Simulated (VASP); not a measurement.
# B13N12 (a cell with a defect) in VASP: single point with PBE+D3(BJ)

Aim: the single point of B13N12 (a cell with a defect) with PBE+D3(BJ).

Everything below comes from runs of VASP 6.6.1. Logs are shortened: lines on timing, memory, paths and dates and some standing lists are left out, and cuts for length are marked.

## Step 1: The cell of the first run

The cell holds a defect, 25 atoms: a = 6.642 Å, b = 6.642 Å, c = 6.642 Å, α = 98.45°, β = 111.01°, γ = 119.63°.

## Step 2: Single point, PBE+D3(BJ), collinear spin

File INCAR:

```
SYSTEM = B13N12
PREC = Accurate
ENCUT = 520
EDIFF = 1E-6
ISMEAR = 0
SIGMA = 0.02
LREAL = Auto
LASPH = .True.
NELM = 150
ALGO = Normal
ISIF = 2
LWAVE = .False.
LCHARG = .False.
ISPIN = 2
MAGMOM = 0 0 0 0 0 0 0 0 0 0 0 0 0.16 0 0 0 0 0 0 0 0 0 0 0 0
LORBIT = 11
GGA = PE
IVDW = 12
NBANDS = 72
```

File KPOINTS:

```
Automatic mesh
0
Gamma
  2 2 2
  0.5 0.5 0.5
```

File POSCAR:

```
B13N12
1.0
   -3.7615274048      3.3394821732      4.3376638236
    3.7615274048      3.3394821732     -4.3376638236
   -3.7615274048     -3.3394821732     -4.3376638236
B N
13 12
Direct
    0.4826726051      0.2352600467      0.7516720144
    0.3305585290      0.9994436938      0.3345095603
    0.6744323220      1.0209120904      0.6642456309
    0.5085059639      0.7594927591      0.2457854507
    0.8259025321      0.2449488129      0.0846679102
    0.3847117691      0.5446536435      0.8255738718
    0.8219583686      0.7341254644      0.5777980298
    0.1492312328      0.2352755822      0.4182123401
    0.6476970017      0.4815348114      0.1640294755
    1.0222940596      1.0209163861      1.0121023812
    0.9831495859      0.4815529386      0.4994618576
    0.1793479549      0.7595022606      0.9166168284
    0.6216822970      0.7003625771      0.7443295578
    0.5032296019      0.9215348627      0.4164581388
    0.3580502120      0.6927319607      0.0003133221
    0.6656226662      0.6666947247      0.3302641304
    0.4738530233      0.3882901168      0.9182952590
    0.8464847314      0.9328445627      0.7519819923
    0.3179175673      0.1520349298      0.4997448405
    0.8108670317      0.3949218187      0.2496801382
    0.1706972769      0.9215295748      0.0839274132
    0.6677107218      0.1704110174      0.8342753344
    1.0020793638      0.6667121603      0.6666999343
    1.0017696231      0.1704223170      0.1683261231
    0.1356484075      0.3883172155      0.5800605474
```

Potentials or basis: VASP PAW PBE potentials, release 64 (B, N).

Launch:

```console
> cat potpaw_PBE.64/B/POTCAR potpaw_PBE.64/N/POTCAR > POTCAR
> mpirun -np 1 vasp_std > vasp.out
```

OUTCAR:

```text
SYSTEM = B13N12
   PREC = Accurate
   ENCUT = 520
   EDIFF = 1E-6
   ISMEAR = 0
   LREAL = Auto
   LASPH = .True.
   NELM = 150
   ISIF = 2
   ISPIN = 2
   LORBIT = 11
   GGA = PE
   IVDW = 12
 IVDW          = 12

 ion  position               nearest neighbor table
   1  0.483  0.235  0.752-  17 1.43  22 1.45  19 1.46
   2  0.331  0.999  0.335-  19 1.44  14 1.45  21 1.45
   3  0.674  0.021  0.664-  22 1.42  14 1.43  18 1.51  13 2.16
   4  0.509  0.759  0.246-  15 1.43  16 1.45  14 1.47
   5  0.826  0.245  0.085-  20 1.44  22 1.45  24 1.45
   6  0.385  0.545  0.826-  15 1.53  25 1.53  17 1.53  13 1.73
   7  0.822  0.734  0.578-  16 1.44  23 1.44  18 1.52  13 1.97
   8  0.149  0.235  0.418-  25 1.43  24 1.45  19 1.46
   9  0.648  0.482  0.164-  17 1.42  20 1.45  16 1.45
  10  0.022  0.021  0.012-  24 1.42  21 1.43  18 1.51  13 2.16
  11  0.983  0.482  0.499-  25 1.42  20 1.45  23 1.45
  12  0.179  0.760  0.917-  15 1.43  23 1.45  21 1.47
  13  0.622  0.700  0.744-  18 1.50   6 1.73   7 1.97  10 2.16   3 2.16
  14  0.503  0.922  0.416-   3 1.43   2 1.45   4 1.47
  15  0.358  0.693  0.000-  12 1.43   4 1.43   6 1.53
  16  0.666  0.667  0.330-   7 1.44   4 1.45   9 1.45
  17  0.474  0.388  0.918-   9 1.42   1 1.43   6 1.53
  18  0.846  0.933  0.752-  13 1.50   3 1.51  10 1.51   7 1.52
  19  0.318  0.152  0.500-   2 1.44   1 1.46   8 1.46
  20  0.811  0.395  0.250-   5 1.44  11 1.45   9 1.45
  21  0.171  0.922  0.084-  10 1.43   2 1.45  12 1.47
  22  0.668  0.170  0.834-   3 1.42   5 1.45   1 1.45
  23  0.002  0.667  0.667-   7 1.44  12 1.45  11 1.45
  24  0.002  0.170  0.168-  10 1.42   5 1.45   8 1.45
  25  0.136  0.388  0.580-  11 1.42   8 1.43   6 1.53

  LATTYP: Found a body centered orthorhombic cell.
 ALAT       =     6.6789643464
 B/A-ratio  =     1.1263804416
 C/A-ratio  =     1.2989031229

  Lattice vectors:

 A1 = (  -3.7615274048,  -3.3394821732,   4.3376638236)
 A2 = (   3.7615274048,   3.3394821732,   4.3376638236)
 A3 = (  -3.7615274048,   3.3394821732,  -4.3376638236)

Analysis of symmetry for initial positions (statically):
=====================================================================
 Subroutine PRICEL returns:
 Original cell was already a primitive cell.

 Routine SETGRP: Setting up the symmetry group for a
 body centered orthorhombic supercell.

 Subroutine GETGRP returns: Found  1 space group operations
 (whereof  1 operations were pure point group operations)
 out of a pool of  8 trial point group operations.

The static configuration has the point symmetry C_1 .

Analysis of symmetry for dynamics (positions and initial velocities):
=====================================================================
 Subroutine PRICEL returns:
 Original cell was already a primitive cell.

 Routine SETGRP: Setting up the symmetry group for a
 body centered orthorhombic supercell.

[... 191 lines left out ...]

 E-fermi :   4.6448     XC(G=0): -10.3021

 val. band max:        4.4821200348   @ k =   0.2500   0.2500   0.2500
 cond. band min:       5.0355331189   @ k =   0.2500  -0.2500   0.2500
 fundamental gap:      0.5534130841
 Fermi energy:         4.6448106252

 spin component 1

 k-point     1 :       0.2500    0.2500    0.2500
  band No.  band energies     occupation
      1     -15.8856      1.00000
      2     -14.5346      1.00000
      3     -14.3893      1.00000
      4     -14.0968      1.00000
      5     -13.3178      1.00000
      6     -12.4954      1.00000
[... 245 lines left out ...]
     60      10.5509      0.00000
     61      10.9262      0.00000
 Fermi energy:         4.6448106252

 spin component 2

 k-point     1 :       0.2500    0.2500    0.2500
  band No.  band energies     occupation
      1     -15.7878      1.00000
      2     -14.5188      1.00000
      3     -14.3642      1.00000
      4     -14.0738      1.00000
      5     -13.2748      1.00000
      6     -12.4801      1.00000
[... 245 lines left out ...]
     60      10.6004      0.00000
     61      11.0206      0.00000
 [bands above 61 left out]

------------------------ aborting loop because EDIFF is reached ----------------------------------------

 Edisp (eV)   -3.66080

 E8    (eV) :    -1.0799

  FORCE on cell =-STRESS in cart. coord.  units (eV):
  Direction    XX          YY          ZZ          XY          YZ          ZX
  --------------------------------------------------------------------------------------
  -------------------------------------------------------------------------------------
  Total       6.32510     2.22664     4.73134     0.00073    -2.26835     0.00078
  in kB      46.49634    16.36820    34.78048     0.00537   -16.67483     0.00575
  external pressure =       32.55 kB  Pullay stress =        0.00 kB

 VOLUME and BASIS-vectors are now :
 -----------------------------------------------------------------------------
  energy-cutoff  :      520.00
  volume of cell :      217.95
      direct lattice vectors                 reciprocal lattice vectors
    -3.761527405  3.339482173  4.337663824    -0.132924726  0.149723812  0.000000000
     3.761527405  3.339482173 -4.337663824     0.000000000  0.149723812 -0.115269422
    -3.761527405 -3.339482173 -4.337663824    -0.132924726  0.000000000 -0.115269422

 POSITION                                       TOTAL-FORCE (eV/Angst)
 -----------------------------------------------------------------------------------
     -3.75808     -0.11267     -2.18731         0.003041     -0.001926     -0.007493
      1.25776      3.32443     -4.35239        -0.000718     -0.003885      0.001551
     -4.95681      0.10385     -0.04652         0.006292      0.013573     -0.010932
      0.01956      3.41366     -2.15483         0.004312      0.002346      0.008394
     -2.50375      3.29334      2.15272         0.000354      0.000216     -0.000434
     -2.50379      0.34661     -4.27484        -0.000130      0.011982      0.005188
[... 17 lines left out ...]
      0.00123      0.01291     -1.46170         0.001895     -0.001499      0.004050
     -1.23149     -0.18733     -3.61210        -0.000512      0.004851      0.000285
 -----------------------------------------------------------------------------------
    total drift:                                0.001585      0.000445     -0.002476

  FREE ENERGIE OF THE ION-ELECTRON SYSTEM (eV)
  ---------------------------------------------------
  free  energy   TOTEN  =      -215.2281098855 eV

  energy  without entropy=     -215.2281098855  energy(sigma->0) =     -215.22810989

 total charge

# of ion       s       p       d       tot
------------------------------------------
    1        0.746   1.431   0.000   2.177
    2        0.744   1.432   0.000   2.176
    3        0.742   1.425   0.000   2.167
    4        0.741   1.421   0.000   2.162
    5        0.743   1.425   0.000   2.168
    6        0.679   1.380   0.000   2.058
[... 17 lines left out ...]
   24        1.229   2.800   0.000   4.029
   25        1.233   2.772   0.000   4.005
--------------------------------------------------
tot         24.379  51.590   0.000  75.968

 magnetization (x)

# of ion       s       p       d       tot
------------------------------------------
    1       -0.000   0.000   0.000   0.000
    2        0.000   0.004   0.000   0.004
    3        0.001   0.008   0.000   0.009
    4        0.000   0.004   0.000   0.004
    5        0.000   0.004   0.000   0.004
    6        0.001   0.002   0.000   0.003
[... 17 lines left out ...]
   24        0.000   0.004   0.000   0.004
   25        0.000   0.003   0.000   0.003
--------------------------------------------------
tot          0.052   0.510   0.000   0.562
```

stdout:

```text
POSCAR found type information on POSCAR B N
 POSCAR found :  2 types and      25 ions
 scaLAPACK will be used
 LDA part: xc-table for (Slater+PW92), standard interpolation
 POSCAR, INCAR and KPOINTS ok, starting setup
 FFT: planning ... GRIDC
 FFT: planning ... GRID_SOFT
 FFT: planning ... GRID
 WAVECAR not read
 entering main loop
```

Run time: 7.2 min. Hardware: 1 thread of Oxide Virtual Turin-like, shared host; peak memory 0.43 GiB.

Results:

```yaml
Free_energy: -215.2281 eV
Pressure: 3.3 GPa
Largest_force: 0.058 eV/Å
Band_gap_on_the_k_mesh: 0.55 eV
Net_moment: 1.00 μB per cell
Site_moments: B +0.00, +0.01, +0.05, +0.29 (each value once); N +0.00, +0.01, +0.04, +0.03, +0.02 (each value once) μB
Valence_electrons_inside_the_program's_atomic_spheres: B 2.18, 2.17, 2.16, 2.06, 2.14, 2.19, 1.85 (each value once); N 4.02, 4.00, 4.01, 4.03 (each value once)
Dispersion_energy_per_atom: -0.146 eV
```

Forces in eV/Å, atoms in the order of the input:
```
B    0.003 -0.002 -0.007
B   -0.001 -0.004  0.002
B    0.006  0.014 -0.011
B    0.004  0.002  0.008
B    0.000  0.000  0.000
B    0.000  0.012  0.005
B   -0.001  0.010  0.015
B   -0.003 -0.001 -0.009
B    0.002 -0.006 -0.003
B   -0.005  0.014 -0.010
B   -0.003 -0.006 -0.004
B   -0.004  0.002  0.007
B   -0.001 -0.058  0.002
N   -0.001 -0.001 -0.001
N    0.000 -0.004 -0.007
N    0.000 -0.004 -0.001
N    0.001  0.005  0.001
N    0.000  0.022  0.000
N    0.000  0.003  0.007
N    0.001  0.007  0.002
N    0.000 -0.001 -0.002
N   -0.002 -0.001  0.003
N    0.000 -0.005 -0.001
N    0.002 -0.001  0.004
N   -0.001  0.005  0.000
```

Levels at points of the mesh, in eV from the valence-band top:
Spin up:
| k point | band 46 | band 47 | band 48 | band 49 | band 50 | band 51 | band 52 | band 53 | band 54 | band 55 |
| --- | --- | --- | --- | --- | --- | --- | --- | --- | --- | --- |
| (0.25, 0.25, 0.25) | -3.24 | -2.83 | -2.73 | -1.05 | 0.00 | 0.86 | 3.02 | 3.24 | 3.67 | 3.78 |
Spin down:
```
           k point  band 45  band 46  band 47  band 48  band 49  band 50  band 51  band 52  band 53  band 54
(0.25, 0.25, 0.25)    -3.27    -3.19    -2.78    -2.69    -0.84     1.01     1.14     3.09     3.29     3.75
```

Caveat: the k points lie up to 0.59 Å⁻¹ apart; semilocal functionals underestimate gaps, and a narrow one can read as zero.
